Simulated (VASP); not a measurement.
# SmNbS3 (Pm-3m) in VASP: further runs

The runs below take SmNbS3 through relaxation of cell and atoms, single point, with PBE.

All numbers are computed with VASP 6.6.1; they aren't measurements. Logs are shortened: lines on timing, memory, paths and dates and some standing lists are left out, and cuts for length are marked.

**1. The cell of the first run**

It takes space group Pm-3m (No. 221, cubic). Conventional cell: a = 4.688 Å, b = 4.688 Å, c = 4.688 Å, α = 90.00°, β = 90.00°, γ = 90.00°. Within 4.4 Å of Sm (site symmetry m-3m) lie 12 S at 3.32 Å and 8 Nb at 4.06 Å. Nb (site symmetry m-3m) has 6 S at 2.34 Å within 3.1 Å. S (site symmetry 4/mmm) has 2 Nb at 2.34 Å within 3.1 Å.

The cell was built from a structure type or drawn by symmetry, and may not be a known phase.

**2. Relaxation of cell and atoms, PBE, collinear spin**

Contents of INCAR:

```
ALGO     = Normal         # electronic algorithm
EDIFF    = 1E-7           # SCF threshold, eV
EDIFFG   = -0.04          # ionic threshold
ENCUT    = 500            # plane-wave cutoff, eV
GGA      = PE             # functional
GGA_COMPAT= False        
IBRION   = 2              # ionic algorithm
ISIF     = 3              # what is computed and relaxed
ISMEAR   = 0              # smearing method
ISPIN    = 2              # spin polarisation
LASPH    = True           # aspherical terms in the spheres
LCHARG   = False          # write CHGCAR
LMAXMIX  = 6              # l up to which the mixer works
LORBIT   = 11             # projections on sites
LREAL    = False          # projectors in reciprocal space
LWAVE    = False          # write WAVECAR
MAGMOM   = 0.06 0.4 0.03 0.03 0.03 # initial moments
NELM     = 200            # most SCF steps
NELMIN   = 4            
NSW      = 90             # ionic steps
PREC     = Accurate       # precision mode
SIGMA    = 0.1            # smearing width, eV
```

Contents of KPOINTS:

```
k-points
0
Gamma
  4 4 4
```

Contents of POSCAR:

```
SmNbS3
1.0
    4.6881812300      0.0000000000      0.0000000000
    0.0000000000      4.6881812300      0.0000000000
    0.0000000000      0.0000000000      4.6881812300
Sm Nb S
1 1 3
Direct
    0.0000000000      0.0000000000      0.0000000000
    0.5000000000      0.5000000000      0.5000000000
    0.0000000000      0.5000000000      0.5000000000
    0.5000000000      0.0000000000      0.5000000000
    0.5000000000      0.5000000000      0.0000000000
```

Potentials or basis: VASP PAW PBE potentials, release 64 (Sm_3, Nb_sv, S), 4f in core.

Command:

```
cat potpaw_PBE.64/Sm_3/POTCAR potpaw_PBE.64/Nb_sv/POTCAR potpaw_PBE.64/S/POTCAR > POTCAR
mpirun -np 1 vasp_std > vasp.out
```

OUTCAR:

```text
EDIFF = 1E-7
   EDIFFG = -0.04
   ENCUT = 500
   GGA = PE
   IBRION = 2
   ISIF = 3
   ISMEAR = 0
   ISPIN = 2
   LASPH = True
   LORBIT = 11
   LREAL = False
   NELM = 200
   NELMIN = 4
   NSW = 90
   PREC = Accurate

 ion  position               nearest neighbor table
   1  0.000  0.000  0.000-
   2  0.500  0.500  0.500-   3 2.34   4 2.34   5 2.34   5 2.34   4 2.34   3 2.34
   3  0.000  0.500  0.500-   2 2.34   2 2.34
   4  0.500  0.000  0.500-   2 2.34   2 2.34
   5  0.500  0.500  0.000-   2 2.34   2 2.34

  LATTYP: Found a simple cubic cell.
 ALAT       =     4.6881812300

  Lattice vectors:

 A1 = (   4.6881812300,   0.0000000000,   0.0000000000)
 A2 = (   0.0000000000,   4.6881812300,   0.0000000000)
 A3 = (   0.0000000000,   0.0000000000,   4.6881812300)

Analysis of symmetry for initial positions (statically):
=====================================================================
 Subroutine PRICEL returns:
 Original cell was already a primitive cell.

 Routine SETGRP: Setting up the symmetry group for a
 simple cubic supercell.

 Subroutine GETGRP returns: Found 48 space group operations
 (whereof 48 operations were pure point group operations)
 out of a pool of 48 trial point group operations.

The static configuration has the point symmetry O_h .

Analysis of symmetry for dynamics (positions and initial velocities):
=====================================================================
 Subroutine PRICEL returns:
 Original cell was already a primitive cell.

 Routine SETGRP: Setting up the symmetry group for a
 simple cubic supercell.

 Subroutine GETGRP returns: Found 48 space group operations
 (whereof 48 operations were pure point group operations)
 out of a pool of 48 trial point group operations.

The dynamic configuration has the point symmetry O_h .

Analysis of structural, dynamic, and magnetic symmetry:
=====================================================================
 Subroutine PRICEL returns:
 Original cell was already a primitive cell.

 Routine SETGRP: Setting up the symmetry group for a
 simple cubic supercell.

 Subroutine GETGRP returns: Found 48 space group operations
 (whereof 48 operations were pure point group operations)
 out of a pool of 48 trial point group operations.

The overall configuration has the point symmetry O_h .

 Subroutine INISYM returns: Found 48 space group operations
 (whereof 48 operations are pure point group operations),
 and found     1 'primitive' translations

[... 110 lines left out ...]
   GGA     = PE    functional components
   LHFCALC =     F    Hartree Fock is set to
   AEXX    =    0.0000 exact exchange contribution
   IVDW    =     0    specifies the selected vdW correction
   LEPSILON=     F    determine dielectric tensor
   LRPA    =     F    only Hartree local field effects (RPA)
 conjugate gradient relaxation of ions
 spin polarized calculation
 Gauss-broadening in eV      SIGMA  =   0.10
  energy-cutoff  :      500.00
  volume of cell :      103.04
 maximum number of plane-waves:      2624
 NGX is ok and might be reduce to    36
   NGX = 17   NGY = 17   NGZ = 17

--------------------------------------- Ionic step        1  -------------------------------------------

 number of electron      42.0000006 magnetization       0.7089988

 Free energy of the ion-electron system (eV)
  ---------------------------------------------------
  ext. energy  EPLUGINS =         0.00000000
  ---------------------------------------------------
  free energy    TOTEN  =       -32.21205904 eV

  energy without entropy =      -32.19378379  energy(sigma->0) =      -32.20292142

------------------------ aborting loop because EDIFF is reached ----------------------------------------

  FORCE on cell =-STRESS in cart. coord.  units (eV):
  Direction    XX          YY          ZZ          XY          YZ          ZX
  --------------------------------------------------------------------------------------
  -------------------------------------------------------------------------------------
  Total        3.8361985      3.8361985      3.8361985      0.0000000     -0.0000000      0.0000000
  in kB       59.6483558     59.6483558     59.6483558      0.0000000     -0.0000000      0.0000000
  external PRESSURE =      59.6483558 kB  Pullay stress =       0.0000000 kB
[... 26 lines left out ...]
--------------------------------------- Ionic step        2  -------------------------------------------

 number of electron      41.9999987 magnetization       0.9474277

 E-fermi :   6.2282     XC(G=0):  -9.9788

 val. band max:        6.1848996564   @ k =   0.2500   0.2500   0.0000
 cond. band min:       6.3831272138   @ k =   0.2500   0.2500   0.2500
 fundamental gap:      0.1982275574
 Fermi energy:         6.2281809540

 spin component 1

 k-point     1 :       0.0000    0.0000    0.0000
  band No.  band energies     occupation
      1     -49.9227      1.00000
      2     -37.4220      1.00000
      3     -26.0678      1.00000
      4     -26.0678      1.00000
      5     -26.0678      1.00000
      6     -16.6354      1.00000
[... 590 lines left out ...]
--------------------------------------- Ionic step        3  -------------------------------------------

 number of electron      42.0000011 magnetization       0.8289947

 Free energy of the ion-electron system (eV)
  ---------------------------------------------------
  ext. energy  EPLUGINS =         0.00000000
  ---------------------------------------------------
  free energy    TOTEN  =       -32.31624167 eV

  energy without entropy =      -32.30141937  energy(sigma->0) =      -32.30883052

 E-fermi :   6.7352     XC(G=0): -10.2227

 val. band max:        6.7303410459   @ k =   0.2500   0.2500   0.0000
 cond. band min:       6.8536391176   @ k =   0.2500   0.2500   0.2500
 fundamental gap:      0.1232980716
 Fermi energy:         6.7351511388

 spin component 1

 k-point     1 :       0.0000    0.0000    0.0000
  band No.  band energies     occupation
      1     -49.2982      1.00000
      2     -36.7307      1.00000
      3     -25.4804      1.00000
      4     -25.4804      1.00000
      5     -25.4804      1.00000
      6     -15.9610      1.00000
[... 584 lines left out ...]
  FREE ENERGIE OF THE ION-ELECTRON SYSTEM (eV)
  ---------------------------------------------------
  free  energy   TOTEN  =       -32.3162416719 eV

  energy  without entropy=      -32.3014193669  energy(sigma->0) =      -32.30883052

 reached required accuracy - stopping structural energy minimisation

 total charge

# of ion       s       p       d       tot
------------------------------------------
    1        2.061   5.887   0.664   8.611
    2        2.164   6.054   2.448  10.666
    3        1.335   2.432   0.000   3.768
    4        1.335   2.432   0.000   3.768
    5        1.335   2.432   0.000   3.768
--------------------------------------------------
tot          8.230  19.238   3.112  30.580

 magnetization (x)

# of ion       s       p       d       tot
------------------------------------------
    1        0.002   0.000   0.050   0.052
    2        0.003   0.004   0.447   0.453
    3        0.001   0.015   0.000   0.015
    4        0.001   0.015   0.000   0.015
    5        0.001   0.015   0.000   0.015
--------------------------------------------------
tot          0.008   0.047   0.496   0.552
```

OSZICAR:

```text
N       E                     dE             d eps       ncg     rms          rms(c)
DAV:   1     0.360509710100E+03    0.36051E+03   -0.20128E+04  1000   0.150E+03
DAV:   2    -0.438775911071E+01   -0.36490E+03   -0.35949E+03  1262   0.450E+02
[... 39 lines left out ...]
DAV:   8    -0.323162440915E+02   -0.77856E-04   -0.24712E-04  1657   0.106E-01    0.255E-02
DAV:   9    -0.323162457965E+02   -0.17050E-05   -0.59985E-05  1584   0.404E-02    0.108E-02
DAV:  10    -0.323162433089E+02    0.24876E-05   -0.51008E-06  1482   0.133E-02    0.522E-03
DAV:  11    -0.323162419887E+02    0.13202E-05   -0.20243E-06  1633   0.614E-03    0.128E-03
DAV:  12    -0.323162417357E+02    0.25296E-06   -0.25007E-07   940   0.290E-03    0.827E-04
DAV:  13    -0.323162416719E+02    0.63778E-07   -0.32833E-08   705   0.145E-03
   3 F= -.32316242E+02 E0= -.32308831E+02  d E =-.104183E+00  mag=     0.8290
```

It took 2.3 min on 1 thread of Intel Xeon Platinum 8488C (Sapphire Rapids), shared host; peak memory 0.26 GiB.

What came out:

```yaml
Free_energy: -32.3162 eV
Relaxed_volume: 21.79 Å³/atom
Relaxed_cell: a = 4.776 Å, b = 4.776 Å, c = 4.776 Å, α = 90.00°, β = 90.00°, γ = 90.00°
Space_group_after_relaxing_to_0.1_Å: Pm-3m (No. 221)
Energy_gained_by_relaxing: 20.8 meV/atom
Ionic_steps: 3
Pressure_after_relaxing: 0.0 GPa
Net_moment: 0.83 μB per cell
Site_moments: Sm +0.05; Nb +0.45; S +0.01 μB
Valence_electrons_inside_the_program's_atomic_spheres: Sm 8.61; Nb 10.67; S 3.77
```

The path:
```csv
step,energy change (eV),largest force (eV/Å),pressure (GPa),volume (Å³)
1,0.0000,0.0000,5.96,103.04
2,-0.0154,0.0000,-4.52,114.91
3,-0.1042,0.0000,-0.04,108.97
```

Final structure:
```yaml
crystal:
  lattice:
    - [4.77640, 0.00000, 0.00000]
    - [0.00000, 4.77640, 0.00000]
    - [0.00000, 0.00000, 4.77640]
  atoms:
    - { symbol: Sm, position: [0.00000, 0.00000, 0.00000] }
    - { symbol: Nb, position: [0.50000, 0.50000, 0.50000] }
    - { symbol: S, position: [0.00000, 0.50000, 0.50000] }
    - { symbol: S, position: [0.50000, 0.00000, 0.50000] }
    - { symbol: S, position: [0.50000, 0.50000, 0.00000] }
```

Caveat: the magnetic or orbital state may not be the lowest; the highest band is partly filled, so the run has too few bands; spin-orbit coupling is left out, which moves the levels of the heavy elements; the 4f electrons are frozen in the core, so they carry no moment and show no levels.

**3. Single point, PBE, collinear spin**

This run uses another cell than the first one, of 21.71 Å³/atom.

Contents of INCAR:

```
SYSTEM = SmNbS3
PREC = Accurate
ENCUT = 500
EDIFF = 1E-6
ISMEAR = 0
SIGMA = 0.1
LREAL = .FALSE.
LASPH = .TRUE.
NELM = 200
ALGO = Normal
ISIF = 2
LWAVE = .FALSE.
LCHARG = .TRUE.
ISPIN = 2
MAGMOM = 0 0.4 0 0 0
LORBIT = 11
LMAXMIX = 6
GGA = PE
LELF = .TRUE.
LVHAR = .TRUE.
NBANDS = 33
GGA_COMPAT = .FALSE.
```

Contents of KPOINTS:

```
Automatic mesh
0
G
  8 8 8
  0 0 0
```

Edit POSCAR of step 2 so:

```diff
@@ -2,5 +2,5 @@
 1.0
-    4.6881812300      0.0000000000      0.0000000000
-    0.0000000000      4.6881812300      0.0000000000
-    0.0000000000      0.0000000000      4.6881812300
+    4.7701477867      0.0000000000      0.0000000000
+    0.0000000000      4.7701477867      0.0000000000
+    0.0000000000      0.0000000000      4.7701477867
 Sm Nb S
```

Potentials or basis: VASP PAW PBE potentials, release 64 (Sm_3, Nb_sv, S), 4f in core.

Command:

```
cat potpaw_PBE.64/Sm_3/POTCAR potpaw_PBE.64/Nb_sv/POTCAR potpaw_PBE.64/S/POTCAR > POTCAR
mpirun -np 1 vasp_std > vasp.out
```

It took 2.7 min on 1 thread of Intel Xeon Platinum 8488C (Sapphire Rapids), shared host; peak memory 0.36 GiB.

Results (log left out):

- Free energy: -32.4903 eV
- Pressure: -0.3 GPa
- Band gap on the k mesh: zero (filled and empty bands overlap)
- Net moment: 0.00 μB per cell
- Valence electrons inside the program's atomic spheres: Sm 8.61; Nb 10.67; S 3.77

Levels at points of the mesh, in eV from the Fermi level:
Spin up:
```tsv
k point	band 17	band 18	band 19	band 20	band 21	band 22	band 23	band 24	band 25	band 26
(0.00, 0.00, 0.00)	-2.87	-1.79	-1.79	-1.79	-1.75	-1.75	-1.75	-0.47	-0.47	0.51
(0.50, 0.00, 0.00)	-4.53	-4.03	-2.26	-2.26	-1.42	0.58	1.04	1.05	1.28	1.28
(0.50, 0.50, 0.00)	-3.71	-3.71	-3.54	-1.65	0.50	0.97	0.97	1.08	1.89	2.17
(0.50, 0.50, 0.50)	-5.73	-1.37	-1.37	-1.37	0.57	0.82	0.82	0.82	1.46	1.46
```
Spin down:
```
           k point  band 19  band 20  band 21  band 22  band 23  band 24
(0.00, 0.00, 0.00)    -1.79    -1.79    -1.75    -1.75    -1.75    -0.47
(0.50, 0.00, 0.00)    -2.26    -2.26    -1.42     0.58     1.04     1.05
(0.50, 0.50, 0.00)    -3.54    -1.65     0.50     0.97     0.97     1.08
(0.50, 0.50, 0.50)    -1.37    -1.37     0.57     0.82     0.82     0.82
```

Caveat: the magnetic or orbital state may not be the lowest; spin-orbit coupling is left out, which moves the levels of the heavy elements; the 4f electrons are frozen in the core, so they carry no moment and show no levels.
